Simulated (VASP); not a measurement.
Write the native input for VASP 6.6.1 that does the following.

```
Task                   : single point
Functional             : PBE
Potentials or basis    : VASP PAW PBE potentials, release 64 (Ag)
Cutoff                 : 520 eV
k mesh                 : 17 × 17 × 17
Occupations            : fermi-dirac, width 0.1 eV
Spin                   : no spin polarisation
Dipole correction      : no
Further INCAR settings : ALGO = Normal; EDIFF = 1e-06; NBANDS = 12
```

The structure of Ag lies in POSCAR:

```
Ag
1.0
    2.2462975635      0.0000000000      0.0000000000
    0.0000000000      2.2462975635      0.0000000000
    0.0000000000      0.0000000000      2.2462975635
Ag
1
Direct
    0.0000000000      0.0000000000      0.0000000000
```

One way to write it, as run:

INCAR

```
SYSTEM = Ag
PREC     = Accurate       ! precision mode
ENCUT    = 520            ! plane-wave cutoff, eV
EDIFF    = 1E-6           ! SCF threshold, eV
ISMEAR   = -1             ! smearing method
SIGMA    = 0.1            ! smearing width, eV
LREAL    = .False.        ! projectors in reciprocal space
LASPH    = .True.         ! aspherical terms in the spheres
NELM     = 100            ! most SCF steps
ALGO     = Normal         ! electronic algorithm
ISIF     = 2              ! what is computed and relaxed
LWAVE    = .False.        ! write WAVECAR
LCHARG   = .False.        ! write CHGCAR
GGA      = PE             ! functional
NBANDS   = 12             ! bands
```

KPOINTS

```
Automatic mesh
0
Gamma
  17 17 17
  0 0 0
```

Potentials or basis: VASP PAW PBE potentials, release 64 (Ag).

Command:

```bash
$ cat potpaw_PBE.64/Ag/POTCAR > POTCAR
$ mpirun -np 1 vasp_std > vasp.out
```

It gave:

| Property | Result |
| --- | --- |
| Pressure | 217.3 GPa |

Wall time 9.8 s on 1 thread of Intel(R) Xeon(R) 6975P-C (Granite Rapids) (shared host), peak memory 0.13 GiB.
